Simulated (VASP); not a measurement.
# LiNbO3 (R3c) in VASP: further runs, part 2 of 3

VASP 6.6.1.

**3. Single point, PBE**

This run uses another cell than the first one, of 10.88 Å³/atom, 1.024 times its volume.

Input file INCAR:

```
PREC = Accurate
ENCUT = 520
EDIFF = 1E-7
ISMEAR = 0
SIGMA = 0.1
LREAL = F
LASPH = T
NELM = 60
ALGO = Normal
ISIF = 2
LWAVE = F
LCHARG = F
GGA = PE
NBANDS = 45
```

Input file KPOINTS:

```
regular mesh
0
Gamma
  6 6 6
```

Input file POSCAR:

```
LiNbO3
1.0
    2.5945219895      1.4979479708      4.6647426851
   -2.5945219895      1.4979479708      4.6647426851
    0.0000000000     -2.9958959365      4.6647426867
Li Nb O
2 2 6
Direct
    0.7191242450      0.7191242450      0.7191242450
    0.2191242450      0.2191242450      0.2191242450
    0.9996440384      0.9996440384      0.9996440384
    0.4996440384      0.4996440384      0.4996440384
    0.2786850747      0.6416121320      0.8892644900
    0.6416121320      0.8892644900      0.2786850747
    0.8892644900      0.2786850747      0.6416121320
    0.3892644900      0.1416121320      0.7786850747
    0.7786850747      0.3892644900      0.1416121320
    0.1416121320      0.7786850747      0.3892644900
```

Potentials or basis: VASP PAW PBE potentials, release 64 (Li_sv, Nb_sv, O).

On the command line:

```bash
$ cat potpaw_PBE.64/Li_sv/POTCAR potpaw_PBE.64/Nb_sv/POTCAR potpaw_PBE.64/O/POTCAR > POTCAR
$ mpirun -np 1 vasp_std > vasp.out
```

OUTCAR:

```text
PREC = Accurate
   ENCUT = 520
   EDIFF = 1E-7
   ISMEAR = 0
   LREAL = F
   LASPH = T
   NELM = 60
   ISIF = 2
   GGA = PE

 ion  position               nearest neighbor table
   1  0.719  0.719  0.719-   8 2.08   9 2.08  10 2.08   7 2.27   6 2.27   5 2.27
   2  0.219  0.219  0.219-   6 2.08   7 2.08   5 2.08   9 2.27   8 2.27  10 2.27
   3  1.000  1.000  1.000-   5 1.89   7 1.89   6 1.89   9 2.15  10 2.15   8 2.15
   4  0.500  0.500  0.500-  10 1.89   9 1.89   8 1.89   7 2.15   5 2.15   6 2.15
   5  0.279  0.642  0.889-   3 1.89   2 2.08   4 2.15   1 2.27
   6  0.642  0.889  0.279-   3 1.89   2 2.08   4 2.15   1 2.27
   7  0.889  0.279  0.642-   3 1.89   2 2.08   4 2.15   1 2.27
   8  0.389  0.142  0.779-   4 1.89   1 2.08   3 2.15   2 2.27
   9  0.779  0.389  0.142-   4 1.89   1 2.08   3 2.15   2 2.27
  10  0.142  0.779  0.389-   4 1.89   1 2.08   3 2.15   2 2.27

  LATTYP: Found a trigonal (rhomboedric) cell.
 ALAT       =     5.5439351363
 COS(alpha) =     0.5619653898

  Lattice vectors:

 A1 = (   2.5945219895,   1.4979479708,   4.6647426851)
 A2 = (  -2.5945219895,   1.4979479708,   4.6647426851)
 A3 = (   0.0000000000,  -2.9958959365,   4.6647426867)

Analysis of symmetry for initial positions (statically):
=====================================================================
 Subroutine PRICEL returns:
 Original cell was already a primitive cell.

 Routine SETGRP: Setting up the symmetry group for a
 trigonal (rhombohedral) supercell.

 Subroutine GETGRP returns: Found  6 space group operations
 (whereof  3 operations were pure point group operations)
 out of a pool of 12 trial point group operations.

The static configuration has the point symmetry C_3 .
 The point group associated with its full space group is C_3v.

Analysis of symmetry for dynamics (positions and initial velocities):
=====================================================================
 Subroutine PRICEL returns:
 Original cell was already a primitive cell.

 Routine SETGRP: Setting up the symmetry group for a
 trigonal (rhombohedral) supercell.

 Subroutine GETGRP returns: Found  6 space group operations
 (whereof  3 operations were pure point group operations)
 out of a pool of 12 trial point group operations.

The dynamic configuration has the point symmetry C_3 .
 The point group associated with its full space group is C_3v.

 Subroutine INISYM returns: Found  6 space group operations
 (whereof  3 operations are pure point group operations),
 and found     1 'primitive' translations

----------------------------------------------------------------------------------------

                                     Primitive cell

  volume of cell :     108.7760

  direct lattice vectors                    reciprocal lattice vectors
     2.594521990  1.497947971  4.664742685     0.192713726  0.111263322  0.071458032
    -2.594521990  1.497947971  4.664742685    -0.192713726  0.111263322  0.071458032
     0.000000000 -2.995895937  4.664742687     0.000000000 -0.222526643  0.071458032

  length of vectors
     5.543935136  5.543935136  5.543935136     0.233718543  0.233718543  0.233718543

  position of ions in fractional coordinates (direct lattice)
     0.719124245  0.719124245  0.719124245
[... 53 lines left out ...]
  0.333333  0.000000  0.000000      6.000000
  0.500000  0.000000  0.000000      3.000000
  0.166667  0.166667  0.000000      6.000000
  0.333333  0.166667  0.000000     12.000000
[... 16 lines left out ...]
  0.500000  0.500000  0.166667      6.000000
 -0.333333  0.500000  0.166667     12.000000
 [... further k-points ...]
   k-points           NKPTS =     32   k-points in BZ     NKDIM =     32   number of bands    NBANDS=     45
   number of dos      NEDOS =    301   number of ions     NIONS =     10
   total plane-waves  NPLWV =  74088
   dimension x,y,z NGX =    42 NGY =   42 NGZ =   42
   dimension x,y,z NGXF=    84 NGYF=   84 NGZF=   84
   ions per type =               2   2   6
   NGX,Y,Z   is equivalent  to a cutoff of  12.59, 12.59, 12.59 a.u.
   NGXF,Y,Z  is equivalent  to a cutoff of  25.19, 25.19, 25.19 a.u.
 SYSTEM =  unknown system
   PREC   = accura    normal or accurate (medium, high low for compatibility)
   ISTART =      0    job   : 0-new  1-cont  2-samecut
   ICHARG =      2    charge: 1-file 2-atom 10-const
   ISPIN  =      1    spin polarized calculation?
   LNONCOLLINEAR =      F non collinear calculations
   LSORBIT =      F    spin-orbit coupling
   LASPH  =      T    aspherical Exc in radial PAW
   ENCUT  =  520.0 eV  38.22 Ry    6.18 a.u.  10.31 10.31 10.31*2*pi/ulx,y,z
   NELM   =     60;   NELMIN=  2; NELMDL= -5     # of ELM steps
   EDIFF  = 0.1E-06   stopping-criterion for ELM
   LREAL  =      F    real-space projection
   EDIFFG = 0.1E-05   stopping-criterion for IOM
   NSW    =      0    number of steps for IOM
   IBRION =     -1    ionic relax: 0-MD 1-quasi-New 2-CG
   NFREE  =      0    steps in history (QN), initial steepest desc. (CG)
   ISIF   =      2    stress and relaxation
   ISYM   =      2    0-nonsym 1-usesym 2-fastsym
   POTIM  = 0.5000    time-step for ionic-motion
   TEBEG  =    0.0;   TEEND  =   0.0 temperature during run
   PSTRESS=    0.0 pullay stress
   NELECT =      68.0000    total number of electrons
   NUPDOWN=      -1.0000    fix difference up-down
   EMIN   =  10.00;   EMAX   =-10.00  energy-range for DOS
   EFERMI =   0.00;   METHOD = LEGACY
   ISMEAR =     0;   SIGMA  =   0.10  broadening in eV -4-tet -1-fermi 0-gaus
   EFERMI_NEDOS =   21; number of points for ismear=-14 and -15
   IALGO  =     38    algorithm
   IMIX   =      4    mixing-type and parameters
     AMIX     =   0.40;   BMIX     =  1.00
     AMIX_MAG =   1.60;   BMIX_MAG =  1.00
  volume/ion in A,a.u.               =      10.88        73.41
  Fermi-wavevector in a.u.,A,eV,Ry     =   1.399803  2.645243 26.659899  1.959447
  Thomas-Fermi vector in A             =   2.522826
   LORBIT       =      0    0 simple, 1 ext, 2 COOP (PROOUT), +10 PAW based schemes
   GGA     = PE    functional components
   LHFCALC =     F    Hartree Fock is set to
   AEXX    =    0.0000 exact exchange contribution
   IVDW    =     0    specifies the selected vdW correction
   LEPSILON=     F    determine dielectric tensor
   LRPA    =     F    only Hartree local field effects (RPA)
 non-spin polarized calculation
 Gauss-broadening in eV      SIGMA  =   0.10
  energy-cutoff  :      520.00
  volume of cell :      108.78
 maximum number of plane-waves:      2964
 NGX is ok and might be reduce to    42
   NGX = 21   NGY = 21   NGZ = 21

 number of electron      67.9999999 magnetization

 Free energy of the ion-electron system (eV)
  ---------------------------------------------------
  ext. energy  EPLUGINS =         0.00000000
  ---------------------------------------------------
  free energy    TOTEN  =       -80.04190789 eV

  energy without entropy =      -80.04190789  energy(sigma->0) =      -80.04190789

 E-fermi :   3.9183     XC(G=0): -10.6777

 val. band max:        3.3440229084   @ k =   0.1667   0.1667   0.1667
 cond. band min:       6.8802437916   @ k =   0.5000   0.3333   0.0000
 fundamental gap:      3.5362208832
 Fermi energy:         3.9183268591

 k-point     1 :       0.0000    0.0000    0.0000
  band No.  band energies     occupation
      1     -50.8975      2.00000
      2     -50.8841      2.00000
      3     -39.3231      2.00000
      4     -39.3209      2.00000
      5     -27.1694      2.00000
      6     -27.1694      2.00000
[... 1141 lines left out ...]
     44      12.6981      0.00000
     45      13.6835      0.00000

 [... further k-points ...]
[... 5 lines left out ...]
  --------------------------------------------------------------------------------------
  -------------------------------------------------------------------------------------
  Total       -0.1477040     -0.1477040     -0.0492903      0.0000000      0.0000000      0.0000000
  in kB       -2.1755530     -2.1755530     -0.7260034      0.0000000      0.0000000      0.0000000
  external PRESSURE =      -1.6923698 kB  Pullay stress =       0.0000000 kB

 VOLUME and BASIS-vectors are now :
 -----------------------------------------------------------------------------
  energy-cutoff  :      520.00
  volume of cell :      108.78
      direct lattice vectors                 reciprocal lattice vectors
     2.594521990  1.497947971  4.664742685     0.192713726  0.111263322  0.071458032
    -2.594521990  1.497947971  4.664742685    -0.192713726  0.111263322  0.071458032
     0.000000000 -2.995895937  4.664742687     0.000000000 -0.222526643  0.071458032

 POSITION                                       TOTAL-FORCE (eV/Angst)
 -----------------------------------------------------------------------------------
      0.00000      0.00000     10.06359         0.000000     -0.000000     -0.018234
      0.00000      0.00000      3.06647         0.000000     -0.000000     -0.018234
      0.00000      0.00000     13.98925         0.000000     -0.000000     -0.002010
      0.00000      0.00000      6.99213         0.000000     -0.000000     -0.002010
     -0.94162     -1.28559      8.44114        -0.015305      0.001257      0.006748
     -0.64254      1.45826      8.44114         0.008741      0.012626      0.006748
      1.58416     -0.17268      8.44114         0.006564     -0.013883      0.006748
      0.64254     -1.53763      6.10877        -0.008741      0.012626      0.006748
      1.01036      1.32527      6.10877        -0.006564     -0.013883      0.006748
     -1.65290      0.21236      6.10877         0.015305      0.001257      0.006748
 -----------------------------------------------------------------------------------
    total drift:                                0.000000      0.000001      0.000524

  FREE ENERGIE OF THE ION-ELECTRON SYSTEM (eV)
  ---------------------------------------------------
  free  energy   TOTEN  =       -80.0419078927 eV

  energy  without entropy=      -80.0419078927  energy(sigma->0) =      -80.04190789
```

It took 6.1 min on 1 thread of AMD EPYC 7R13, shared host; peak memory 0.29 GiB.

Results:

| Property | Result |
| --- | --- |
| Free energy | -80.0419 eV |
| Largest force | 0.018 eV/Å |
| Band gap on the k mesh | 3.54 eV, indirect (least direct gap 3.55 eV) |

Forces in eV/Å, atoms in the order of the input:
```
Li   0.000  0.000 -0.018
Li   0.000  0.000 -0.018
Nb   0.000  0.000 -0.002
Nb   0.000  0.000 -0.002
O   -0.015  0.001  0.007
O    0.009  0.013  0.007
O    0.007 -0.014  0.007
O   -0.009  0.013  0.007
O   -0.007 -0.014  0.007
O    0.015  0.001  0.007
```

Caveat: the cutoff is under 1.25 times the usual one of these potentials, so pressure, stress and relaxed cells hold a basis-set (Pulay) error. A k mesh can miss the band edges.

**4. Single point, PBE**

This run uses another cell than the first one, of 10.90 Å³/atom, 1.026 times its volume.

Input file INCAR:

```
PREC     = Accurate       # precision mode
ENCUT    = 520            # plane-wave cutoff, eV
EDIFF    = 1E-6           # SCF threshold, eV
ISMEAR   = 0              # smearing method
SIGMA    = 0.02           # smearing width, eV
LREAL    = False          # projectors in reciprocal space
LASPH    = True           # aspherical terms in the spheres
NELM     = 80             # most SCF steps
ALGO     = Normal         # electronic algorithm
ISIF     = 2              # what is computed and relaxed
LWAVE    = False          # write WAVECAR
LCHARG   = False          # write CHGCAR
GGA      = PE             # functional
NBANDS   = 45             # bands
```

KPOINTS is that of step 3.

Input file POSCAR:

```
LiNbO3
1.0
    2.5947962786      1.4981063299      4.6721918219
   -2.5947962786      1.4981063299      4.6721918219
    0.0000000000     -2.9962126598      4.6721918219
Li Nb O
2 2 6
Direct
    0.2815794056      0.2815794056      0.2815794056
    0.7815794056      0.7815794056      0.7815794056
    0.0003835626      0.0003835626      0.0003835626
    0.5003835626      0.5003835626      0.5003835626
    0.1104449530      0.3580283577      0.7212337410
    0.7212337410      0.1104449530      0.3580283577
    0.3580283577      0.7212337410      0.1104449530
    0.2212337410      0.8580283577      0.6104449530
    0.8580283577      0.6104449530      0.2212337410
    0.6104449530      0.2212337410      0.8580283577
```

Potentials or basis: VASP PAW PBE potentials, release 64 (Li_sv, Nb_sv, O).

On the command line:

```bash
$ cat potpaw_PBE.64/Li_sv/POTCAR potpaw_PBE.64/Nb_sv/POTCAR potpaw_PBE.64/O/POTCAR > POTCAR
$ mpirun -np 1 vasp_std > vasp.out
```

OUTCAR:

```text
PREC = Accurate
   ENCUT = 520
   EDIFF = 1E-6
   ISMEAR = 0
   LREAL = False
   LASPH = True
   NELM = 80
   ISIF = 2
   GGA = PE

 ion  position               nearest neighbor table
   1  0.282  0.282  0.282-   8 2.08  10 2.08   9 2.08   5 2.27   7 2.27   6 2.27
   2  0.782  0.782  0.782-   7 2.08   6 2.08   5 2.08   9 2.27   8 2.27  10 2.27
   3  0.000  0.000  0.000-   5 1.88   6 1.88   7 1.88   9 2.16   8 2.16  10 2.16
   4  0.500  0.500  0.500-   9 1.88  10 1.88   8 1.88   5 2.16   7 2.16   6 2.16
   5  0.110  0.358  0.721-   3 1.88   2 2.08   4 2.16   1 2.27
   6  0.721  0.110  0.358-   3 1.88   2 2.08   4 2.16   1 2.27
   7  0.358  0.721  0.110-   3 1.88   2 2.08   4 2.16   1 2.27
   8  0.221  0.858  0.610-   4 1.88   1 2.08   3 2.16   2 2.27
   9  0.858  0.610  0.221-   4 1.88   1 2.08   3 2.16   2 2.27
  10  0.610  0.221  0.858-   4 1.88   1 2.08   3 2.16   2 2.27

  LATTYP: Found a trigonal (rhomboedric) cell.
 ALAT       =     5.5503753678
 COS(alpha) =     0.5628889170

[... 207 lines left out ...]
  band No.  band energies     occupation
      1     -50.9132      2.00000
      2     -50.8998      2.00000
      3     -39.3448      2.00000
      4     -39.3426      2.00000
      5     -27.1862      2.00000
      6     -27.1862      2.00000
[... 1141 lines left out ...]
     44      12.6580      0.00000
     45      13.6140      0.00000

 [... further k-points ...]

------------------------ aborting loop because EDIFF is reached ----------------------------------------

  FORCE on cell =-STRESS in cart. coord.  units (eV):
  Direction    XX          YY          ZZ          XY          YZ          ZX
  --------------------------------------------------------------------------------------
  -------------------------------------------------------------------------------------
  Total       -0.2020376     -0.2020376     -0.2182418      0.0000000      0.0000000      0.0000000
  in kB       -2.9704693     -2.9704693     -3.2087111      0.0000000      0.0000000      0.0000000
  external PRESSURE =      -3.0498832 kB  Pullay stress =       0.0000000 kB

 VOLUME and BASIS-vectors are now :
 -----------------------------------------------------------------------------
  energy-cutoff  :      520.00
  volume of cell :      108.97
      direct lattice vectors                 reciprocal lattice vectors
     2.594796279  1.498106330  4.672191822     0.192693355  0.111251560  0.071344103
    -2.594796279  1.498106330  4.672191822    -0.192693355  0.111251560  0.071344103
     0.000000000 -2.996212660  4.672191822     0.000000000 -0.222503121  0.071344103

 POSITION                                       TOTAL-FORCE (eV/Angst)
 -----------------------------------------------------------------------------------
      0.00000      0.00000      3.94678         0.000000      0.000000      0.002868
      0.00000      0.00000     10.95507         0.000000      0.000000      0.002868
      0.00000      0.00000      0.00538         0.000000      0.000000     -0.020544
      0.00000      0.00000      7.01366         0.000000     -0.000000     -0.020544
     -0.64243     -1.45915      5.55854         0.008470      0.007082      0.005892
      1.58487      0.17321      5.55854        -0.010369      0.003794      0.005892
     -0.94244      1.28593      5.55854         0.001898     -0.010877      0.005892
     -1.65235     -0.21217      7.89464        -0.001898     -0.010877      0.005892
      0.64243      1.53707      7.89464        -0.008470      0.007082      0.005892
      1.00992     -1.32489      7.89464         0.010369      0.003794      0.005892
 -----------------------------------------------------------------------------------
    total drift:                               -0.000000     -0.000001     -0.000808

  FREE ENERGIE OF THE ION-ELECTRON SYSTEM (eV)
  ---------------------------------------------------
  free  energy   TOTEN  =       -80.0421402835 eV

  energy  without entropy=      -80.0421402835  energy(sigma->0) =      -80.04214028
```

OSZICAR:

```text
N       E                     dE             d eps       ncg     rms          rms(c)
DAV:   1     0.725252876052E+03    0.72525E+03   -0.36807E+04  2880   0.159E+03
DAV:   2    -0.324356515527E+02   -0.75769E+03   -0.73362E+03  3750   0.542E+02
DAV:   3    -0.925602900017E+02   -0.60125E+02   -0.59621E+02  4232   0.142E+02
DAV:   4    -0.978612150269E+02   -0.53009E+01   -0.52864E+01  5120   0.384E+01
DAV:   5    -0.981345196470E+02   -0.27330E+00   -0.27319E+00  4363   0.617E+00    0.271E+01
DAV:   6    -0.801360197266E+02    0.17998E+02   -0.78389E+01  4120   0.534E+01    0.944E+00
DAV:   7    -0.800351082719E+02    0.10091E+00   -0.82955E+00  4520   0.163E+01    0.539E+00
DAV:   8    -0.800395895144E+02   -0.44812E-02   -0.88060E-01  4632   0.638E+00    0.183E+00
DAV:   9    -0.800367585786E+02    0.28309E-02   -0.14348E-01  4136   0.282E+00    0.952E-01
DAV:  10    -0.800422070064E+02   -0.54484E-02   -0.37129E-02  3896   0.137E+00    0.173E-01
DAV:  11    -0.800420285284E+02    0.17848E-03   -0.34944E-03  4341   0.386E-01    0.478E-02
DAV:  12    -0.800421390073E+02   -0.11048E-03   -0.34825E-04  3992   0.136E-01    0.211E-02
DAV:  13    -0.800421457563E+02   -0.67490E-05   -0.11173E-04  4875   0.668E-02    0.230E-02
DAV:  14    -0.800421413854E+02    0.43709E-05   -0.29459E-05  4152   0.416E-02    0.605E-03
DAV:  15    -0.800421402440E+02    0.11414E-05   -0.20536E-06  2528   0.140E-02    0.283E-03
DAV:  16    -0.800421402835E+02   -0.39555E-07   -0.45972E-07  1915   0.648E-03
   1 F= -.80042140E+02 E0= -.80042140E+02  d E =-.230843E-12
```

It took 5.4 min on 1 thread of AMD EPYC 7R13, shared host; peak memory 0.29 GiB.

What came out:

* Free energy: -80.0421 eV
* Largest force: 0.021 eV/Å
* Band gap on the k mesh: 3.55 eV, indirect (least direct gap 3.57 eV)

Forces on the atoms (eV/Å):
```
Li   0.000  0.000  0.003
Li   0.000  0.000  0.003
Nb   0.000  0.000 -0.021
Nb   0.000  0.000 -0.021
O    0.008  0.007  0.006
O   -0.010  0.004  0.006
O    0.002 -0.011  0.006
O   -0.002 -0.011  0.006
O   -0.008  0.007  0.006
O    0.010  0.004  0.006
```

Caveat: the cutoff is under 1.25 times the usual one of these potentials, so pressure, stress and relaxed cells hold a basis-set (Pulay) error. A k mesh can miss the band edges.

**5. Single point, PBE**

This run uses another cell than the first one, of 10.90 Å³/atom, 1.026 times its volume.

Input file INCAR:

```
SYSTEM = LiNbO3
  PREC = Accurate
  ENCUT = 520
  EDIFF = 1E-6
  ISMEAR = 0
  SIGMA = 0.02
  LREAL = .False.
  LASPH = .True.
  NELM = 60
  ALGO = Normal
  ISIF = 2
  LWAVE = .False.
  LCHARG = .False.
  GGA = PE
  NBANDS = 45
```

Input file KPOINTS:

```
regular mesh
0
Gamma
  6 6 6
  0 0 0
```

POSCAR is that of step 4.

On the command line:

```bash
$ cat potpaw_PBE.64/Li_sv/POTCAR potpaw_PBE.64/Nb_sv/POTCAR potpaw_PBE.64/O/POTCAR > POTCAR
$ mpirun -np 1 vasp_std > vasp.out
```

It took 5.7 min on 1 thread of AMD EPYC 7R13, shared host; peak memory 0.29 GiB.

Results (log left out):

```yaml
Free_energy: -80.0421 eV
Largest_force: 0.021 eV/Å
Band_gap_on_the_k_mesh: 3.55 eV, indirect (least direct gap 3.57 eV)
```

Forces in eV/Å, atoms in the order of the input:
```
Li   0.000  0.000  0.003
Li   0.000  0.000  0.003
Nb   0.000  0.000 -0.021
Nb   0.000  0.000 -0.021
O    0.008  0.007  0.006
O   -0.010  0.004  0.006
O    0.002 -0.011  0.006
O   -0.002 -0.011  0.006
O   -0.008  0.007  0.006
O    0.010  0.004  0.006
```

Levels at points of the mesh, in eV from the valence-band top:
| k point | band 31 | band 32 | band 33 | band 34 | band 35 | band 36 | band 37 | band 38 |
| --- | --- | --- | --- | --- | --- | --- | --- | --- |
| (0.00, 0.00, 0.00) | -0.70 | -0.50 | 0.00 | 0.00 | 3.57 | 3.57 | 4.03 | 5.07 |
| (0.50, 0.00, 0.00) | -0.30 | -0.30 | -0.22 | -0.22 | 3.83 | 3.83 | 4.63 | 4.63 |
| (0.50, 0.50, 0.00) | -0.69 | -0.67 | -0.50 | -0.19 | 3.65 | 4.09 | 4.53 | 4.57 |
| (0.50, 0.50, 0.50) | -0.31 | -0.31 | -0.31 | -0.31 | 4.55 | 4.55 | 4.75 | 4.75 |

Caveat: the cutoff is under 1.25 times the usual one of these potentials, so pressure, stress and relaxed cells hold a basis-set (Pulay) error. A hybrid or GW would open this gap; PBE tends to underestimate it.

(Part 2 of 3 ends here.)
